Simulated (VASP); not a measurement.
# Si4O in VASP: single point with PBE+D3(BJ)

Aim: the single point of Si4O with PBE+D3(BJ).

All numbers are computed with VASP 6.6.1; they aren't measurements. Logs are shortened: lines on timing, memory, paths and dates and some standing lists are left out, and cuts for length are marked.

### 1 The cell of the first run

The cell holds a slab with vacuum, 5 atoms: a = 3.833 Å, b = 3.833 Å, c = 21.103 Å, α = 90.00°, β = 90.00°, γ = 90.00°.

### 2 Single point, PBE+D3(BJ), collinear spin, ferromagnetic start

Input file INCAR:

```
PREC = Accurate ; ENCUT = 520
EDIFF = 1E-7 ; ISMEAR = 0
SIGMA = 0.05 ; LREAL = F
LASPH = T ; NELM = 150
ALGO = Normal ; ISIF = 2
LWAVE = F ; LCHARG = F
ISPIN = 2 ; MAGMOM = 0 0 0 0 2
LORBIT = 11 ; LDIPOL = T
IDIPOL = 3 ; DIPOL = 0.5 0.5 0.327
GGA = PE ; IVDW = 12
NBANDS = 23
```

Input file KPOINTS:

```
Automatic mesh
0
Gamma
  7 7 1
```

Input file POSCAR:

```
Si4O
1.0
    3.8333442603      0.0000000000      0.0000000000
    0.0000000000      3.8333442603      0.0000000000
    0.0000000000      0.0000000000     21.1034818054
Si O
4 1
Direct
    0.0000000000      0.5000000000      0.1895421825
    0.0000000000      0.0000000000      0.2537634268
    0.5000000000      0.0000000000      0.3207061911
    0.5000000000      0.5000000000      0.3839879068
    0.5000000000      0.5000000000      0.4882361072
```

Potentials or basis: VASP PAW PBE potentials, release 64 (Si, O).

Started as:

```console
> cat potpaw_PBE.64/Si/POTCAR potpaw_PBE.64/O/POTCAR > POTCAR
> mpirun -np 1 vasp_std > vasp.out
```

OUTCAR:

```text
PREC = Accurate
   ENCUT = 520
   EDIFF = 1E-7
   ISMEAR = 0
   LREAL = F
   LASPH = T
   NELM = 150
   ISIF = 2
   ISPIN = 2
   LORBIT = 11
   GGA = PE
   IVDW = 12
 IVDW          = 12

 ion  position               nearest neighbor table
   1  0.000  0.500  0.190-   2 2.35   2 2.35
   2  0.000  0.000  0.254-   1 2.35   1 2.35   3 2.38   3 2.38
   3  0.500  0.000  0.321-   4 2.34   4 2.34   2 2.38   2 2.38
   4  0.500  0.500  0.384-   5 2.20   3 2.34   3 2.34
   5  0.500  0.500  0.488-   4 2.20

  LATTYP: Found a simple tetragonal cell.
 ALAT       =     3.8333442603
 C/A-ratio  =     5.5052404304

  Lattice vectors:

 A1 = (   3.8333442603,   0.0000000000,   0.0000000000)
 A2 = (   0.0000000000,   3.8333442603,   0.0000000000)
 A3 = (   0.0000000000,   0.0000000000,  21.1034818054)

Analysis of symmetry for initial positions (statically):
=====================================================================
 Subroutine PRICEL returns:
 Original cell was already a primitive cell.

 Routine SETGRP: Setting up the symmetry group for a
 simple tetragonal supercell.

 Subroutine GETGRP returns: Found  4 space group operations
 (whereof  4 operations were pure point group operations)
 out of a pool of 16 trial point group operations.

The static configuration has the point symmetry C_2v.

Analysis of symmetry for dynamics (positions and initial velocities):
=====================================================================
 Subroutine PRICEL returns:
 Original cell was already a primitive cell.

 Routine SETGRP: Setting up the symmetry group for a
 simple tetragonal supercell.

 Subroutine GETGRP returns: Found  4 space group operations
 (whereof  4 operations were pure point group operations)
 out of a pool of 16 trial point group operations.

The dynamic configuration has the point symmetry C_2v.

Analysis of structural, dynamic, and magnetic symmetry:
=====================================================================
 Subroutine PRICEL returns:
 Original cell was already a primitive cell.

 Routine SETGRP: Setting up the symmetry group for a
 simple tetragonal supercell.

 Subroutine GETGRP returns: Found  4 space group operations
 (whereof  4 operations were pure point group operations)
 out of a pool of 16 trial point group operations.

The overall configuration has the point symmetry C_2v.

 Subroutine INISYM returns: Found  4 space group operations
 (whereof  4 operations are pure point group operations),
 and found     1 'primitive' translations

----------------------------------------------------------------------------------------

                                     Primitive cell

  volume of cell :     310.1057

  direct lattice vectors                    reciprocal lattice vectors
     3.833344260  0.000000000  0.000000000     0.260868822  0.000000000  0.000000000
     0.000000000  3.833344260  0.000000000     0.000000000  0.260868822  0.000000000
     0.000000000  0.000000000 21.103481805     0.000000000  0.000000000  0.047385546

  length of vectors
     3.833344260  3.833344260 21.103481805     0.260868822  0.260868822  0.047385546

  position of ions in fractional coordinates (direct lattice)
     0.000000000  0.500000000  0.189542182
     0.000000000  0.000000000  0.253763427
     0.500000000  0.000000000  0.320706191
     0.500000000  0.500000000  0.383987907
     0.500000000  0.500000000  0.488236107

  ion indices of the primitive-cell ions
   primitive index   ion index
                 1           1
                 2           2
                 3           3
                 4           4
                 5           5

[... 29 lines left out ...]
  0.142857  0.000000  0.000000      2.000000
  0.000000  0.142857  0.000000      2.000000
  0.285714  0.000000  0.000000      2.000000
  0.000000  0.285714  0.000000      2.000000
  0.428571  0.000000  0.000000      2.000000
[... 8 lines left out ...]
 -0.285714  0.428571  0.000000      4.000000
  0.428571  0.428571  0.000000      4.000000
   k-points           NKPTS =     16   k-points in BZ     NKDIM =     16   number of bands    NBANDS=     23
   number of dos      NEDOS =    301   number of ions     NIONS =      5
   total plane-waves  NPLWV = 144000
   dimension x,y,z NGX =    30 NGY =   30 NGZ =  160
   dimension x,y,z NGXF=    60 NGYF=   60 NGZF=  320
   ions per type =               4   1
   NGX,Y,Z   is equivalent  to a cutoff of  13.01, 13.01, 12.60 a.u.
   NGXF,Y,Z  is equivalent  to a cutoff of  26.02, 26.02, 25.21 a.u.
 SYSTEM =  unknown system
   PREC   = accura    normal or accurate (medium, high low for compatibility)
   ISTART =      0    job   : 0-new  1-cont  2-samecut
   ICHARG =      2    charge: 1-file 2-atom 10-const
   ISPIN  =      2    spin polarized calculation?
   LNONCOLLINEAR =      F non collinear calculations
   LSORBIT =      F    spin-orbit coupling
   LASPH  =      T    aspherical Exc in radial PAW
   ENCUT  =  520.0 eV  38.22 Ry    6.18 a.u.   7.13  7.13 39.24*2*pi/ulx,y,z
   NELM   =    150;   NELMIN=  2; NELMDL= -5     # of ELM steps
   EDIFF  = 0.1E-06   stopping-criterion for ELM
   LREAL  =      F    real-space projection
   EDIFFG = 0.1E-05   stopping-criterion for IOM
   NSW    =      0    number of steps for IOM
   IBRION =     -1    ionic relax: 0-MD 1-quasi-New 2-CG
   NFREE  =      0    steps in history (QN), initial steepest desc. (CG)
   ISIF   =      2    stress and relaxation
   ISYM   =      2    0-nonsym 1-usesym 2-fastsym
   POTIM  = 0.5000    time-step for ionic-motion
   TEBEG  =    0.0;   TEEND  =   0.0 temperature during run
   PSTRESS=    0.0 pullay stress
   NELECT =      22.0000    total number of electrons
   NUPDOWN=      -1.0000    fix difference up-down
   EMIN   =  10.00;   EMAX   =-10.00  energy-range for DOS
   EFERMI =   0.00;   METHOD = LEGACY
   ISMEAR =     0;   SIGMA  =   0.05  broadening in eV -4-tet -1-fermi 0-gaus
   EFERMI_NEDOS =   21; number of points for ismear=-14 and -15
   IALGO  =     38    algorithm
   IMIX   =      4    mixing-type and parameters
     AMIX     =   0.40;   BMIX     =  1.00
     AMIX_MAG =   1.60;   BMIX_MAG =  1.00
  volume/ion in A,a.u.               =      62.02       418.54
  Fermi-wavevector in a.u.,A,eV,Ry     =   0.677713  1.280692  6.249086  0.459295
  Thomas-Fermi vector in A             =   1.755403
   LORBIT       =     11    0 simple, 1 ext, 2 COOP (PROOUT), +10 PAW based schemes
   GGA     = PE    functional components
   LHFCALC =     F    Hartree Fock is set to
   AEXX    =    0.0000 exact exchange contribution
   IVDW    =    12    specifies the selected vdW correction
   LEPSILON=     F    determine dielectric tensor
   LRPA    =     F    only Hartree local field effects (RPA)
 spin polarized calculation
 Gauss-broadening in eV      SIGMA  =   0.05
  energy-cutoff  :      520.00
  volume of cell :      310.11
 maximum number of plane-waves:      8388
 NGX is ok and might be reduce to    30
   NGX = 15   NGY = 15   NGZ = 79

 dipolmoment           0.000000      0.000000     -0.075547 electrons x Angstroem

 number of electron      22.0000005 magnetization       0.7530463

 dipolmoment           0.000000      0.000000      0.225259 electrons x Angstroem

 Free energy of the ion-electron system (eV)
  ---------------------------------------------------
  ext. energy  EPLUGINS =         0.00000000
  ---------------------------------------------------
  free energy    TOTEN  =       -22.37682815 eV

  energy without entropy =      -22.37400059  energy(sigma->0) =      -22.37541437

 E-fermi :  -3.3027     XC(G=0):  -3.7292

 val. band max:       -3.3330080275   @ k =   0.4286   0.4286   0.0000
 cond. band min:      -3.2671409630   @ k =  -0.2857   0.4286   0.0000
 fundamental gap:      0.0658670645
 Fermi energy:        -3.3026504809

 spin component 1

 k-point     1 :       0.0000    0.0000    0.0000
  band No.  band energies     occupation
      1     -19.9384      1.00000
      2     -14.3724      1.00000
      3     -12.1713      1.00000
      4      -8.8437      1.00000
      5      -6.1027      1.00000
      6      -5.5746      1.00000
[... 405 lines left out ...]
     22       5.7910      0.00000
     23       5.9607      0.00000
 Fermi energy:        -3.3026504809

 spin component 2

 k-point     1 :       0.0000    0.0000    0.0000
  band No.  band energies     occupation
      1     -18.5656      1.00000
      2     -14.3762      1.00000
      3     -12.1814      1.00000
      4      -8.8523      1.00000
      5      -5.7779      1.00000
      6      -5.4947      1.00000
[... 405 lines left out ...]
     22       5.7776      0.00000
     23       5.9499      0.00000

------------------------ aborting loop because EDIFF is reached ----------------------------------------

 vacuum level on the upper side and lower side of the slab       (xc-potential included)         1.339        -1.367

 Edisp (eV)   -0.98160

 E8    (eV) :    -0.4180

  FORCE on cell =-STRESS in cart. coord.  units (eV):
  Direction    XX          YY          ZZ          XY          YZ          ZX
  --------------------------------------------------------------------------------------
  -------------------------------------------------------------------------------------
  Total      -3.67988    -0.42864   -11.06810     0.00000     0.00000     0.00000
  in kB     -19.01228    -2.21458   -57.18394     0.00000     0.00000     0.00000
  external pressure =      -26.14 kB  Pullay stress =        0.00 kB

 VOLUME and BASIS-vectors are now :
 -----------------------------------------------------------------------------
  energy-cutoff  :      520.00
  volume of cell :      310.11
      direct lattice vectors                 reciprocal lattice vectors
     3.833344260  0.000000000  0.000000000     0.260868822  0.000000000  0.000000000
     0.000000000  3.833344260  0.000000000     0.000000000  0.260868822  0.000000000
     0.000000000  0.000000000 21.103481805     0.000000000  0.000000000  0.047385546

 POSITION                                       TOTAL-FORCE (eV/Angst)
 -----------------------------------------------------------------------------------
      0.00000      1.91667      4.00000         0.000000      0.000000     -0.158420
      0.00000      0.00000      5.35529         0.000000      0.000000      0.338735
      1.91667      0.00000      6.76802         0.000000      0.000000      0.306405
      1.91667      1.91667      8.10348         0.000000      0.000000      4.220679
      1.91667      1.91667     10.30348         0.000000      0.000000     -4.707399
 -----------------------------------------------------------------------------------
    total drift:                                0.000000      0.000000      0.000318

  FREE ENERGIE OF THE ION-ELECTRON SYSTEM (eV)
  ---------------------------------------------------
  free  energy   TOTEN  =       -23.3584241768 eV

  energy  without entropy=      -23.3555966158  energy(sigma->0) =      -23.35701040

 vacuum level on the upper side and lower side of the slab         4.924         2.147

 total charge

# of ion       s       p       d       tot
------------------------------------------
    1        0.862   0.723   0.000   1.585
    2        0.772   0.897   0.000   1.669
    3        0.767   0.901   0.000   1.669
    4        0.799   0.721   0.000   1.519
    5        1.616   3.019   0.000   4.635
--------------------------------------------------
tot          4.816   6.261   0.000  11.077

 magnetization (x)

# of ion       s       p       d       tot
------------------------------------------
    1       -0.002  -0.002   0.000  -0.004
    2       -0.000  -0.005   0.000  -0.005
    3       -0.002   0.006   0.000   0.005
    4       -0.008  -0.040   0.000  -0.048
    5        0.006   0.694   0.000   0.700
--------------------------------------------------
tot         -0.006   0.653   0.000   0.647
```

Run time: 6.5 min. Hardware: 1 thread of Intel Xeon Platinum 8488C (Sapphire Rapids), shared host; peak memory 0.58 GiB.

Results:

* Free energy: -23.3584 eV
* Largest force: 4.707 eV/Å
* Net moment: 0.75 μB per cell
* Site moments: Si -0.00, -0.01, +0.01, -0.05; O +0.70 μB
* Valence electrons inside the program's atomic spheres: Si 1.58, 1.67, 1.52 (each value once); O 4.63
* Dispersion energy per atom: -0.196 eV

Forces in eV/Å, atoms in the order of the input:
```
Si   0.000  0.000 -0.158
Si   0.000  0.000  0.339
Si   0.000  0.000  0.306
Si   0.000  0.000  4.221
O    0.000  0.000 -4.707
```

Levels at points of the mesh, in eV from the Fermi level:
Spin up:
```csv
k point,band 9,band 10,band 11,band 12,band 13,band 14
"(0.00, 0.00, 0.00)",-1.09,-0.67,-0.66,1.19,1.29,1.77
```
Spin down:
| k point | band 6 | band 7 | band 8 | band 9 | band 10 | band 11 | band 12 | band 13 | band 14 | band 15 |
| --- | --- | --- | --- | --- | --- | --- | --- | --- | --- | --- |
| (0.00, 0.00, 0.00) | -2.19 | -1.88 | -0.78 | -0.52 | -0.19 | 0.39 | 1.23 | 1.30 | 1.77 | 2.22 |
